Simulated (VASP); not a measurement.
Here is a VASP 6.6.1 calculation.

File INCAR:

```
ALGO = Normal
EDIFF = 1E-6
ENCUT = 520
GGA = PE
ISIF = 2
ISMEAR = -1
LASPH = True
LCHARG = True
LELF = True
LREAL = False
LVHAR = True
LWAVE = False
NBANDS = 8
NELM = 80
PREC = Accurate
SIGMA = 0.06122561905347299
```

File KPOINTS:

```
k-points
0
Gamma
  40 40 40
```

POSCAR

```
Li
1.0
    2.7861992328      0.0000000000      0.0000000000
    0.0000000000      2.7861992328      0.0000000000
    0.0000000000      0.0000000000      2.7861992328
Li
1
Direct
    0.0000000000      0.0000000000      0.0000000000
```

Potentials or basis: VASP PAW PBE potentials, release 64 (Li_sv).

Command:

```console
$ cat potpaw_PBE.64/Li_sv/POTCAR > POTCAR
$ mpirun -np 1 vasp_std > vasp.out
```

**Question.** What does it give for the band gap on the k mesh?

**Answer.** Zero (an odd number of electrons rules out a gap without spin polarisation).
